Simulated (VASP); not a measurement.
Write the native input for VASP 6.6.1 that does the following.

```yaml
Task: single point
Functional: PBE
Potentials_or_basis: VASP PAW PBE potentials, release 64 (Ag, Cl)
Cutoff: 520 eV
k_mesh: 9 × 9 × 9
Occupations: fermi-dirac, width 0.01 eV
Spin: no spin polarisation
Dipole_correction: no
Further_INCAR_settings: ALGO = Normal; EDIFF = 1e-07; NBANDS = 16
```

The structure of AgCl lies in POSCAR:

```
AgCl
1.0
    0.0277315000      2.7870157500      2.7870157500
    2.7870157500      0.0277315000      2.7870157500
    2.7870157500      2.7870157500      0.0277315000
Ag Cl
1 1
Direct
    0.5000000000      0.5000000000      0.5000000000
    0.0000000000      0.0000000000      0.0000000000
```

This cell differs from its parent crystal: equal xy, yz and zx shear strains of +1 %.

These files were run (other wordings do the same):

INCAR

```
SYSTEM = AgCl
ALGO = Normal
EDIFF = 1E-7
ENCUT = 520
GGA = PE
ISIF = 2
ISMEAR = -1
LASPH = .True.
LCHARG = .False.
LREAL = .False.
LWAVE = .False.
NBANDS = 16
NELM = 80
PREC = Accurate
SIGMA = 0.01
```

KPOINTS

```
k-points
0
Gamma
  9 9 9
  0 0 0
```

Potentials or basis: VASP PAW PBE potentials, release 64 (Ag, Cl).

Command:

```sh
$ cat potpaw_PBE.64/Ag/POTCAR potpaw_PBE.64/Cl/POTCAR > POTCAR
$ mpirun -np 1 vasp_std > vasp.out
```

It gave:

| Property | Result |
| --- | --- |
| Pressure | 1.5 GPa |
| Band gap on the k mesh | 0.94 eV (least direct gap 3.13 eV) |

Caveat: the cell differs from its parent crystal (equal xy, yz and zx shear strains of +1 %); an odd mesh through Γ misses points on the zone boundary, where band edges can lie.

Wall time 78 s on 1 thread of Intel Xeon 8259CL, with other jobs on the host, peak memory 0.21 GiB.
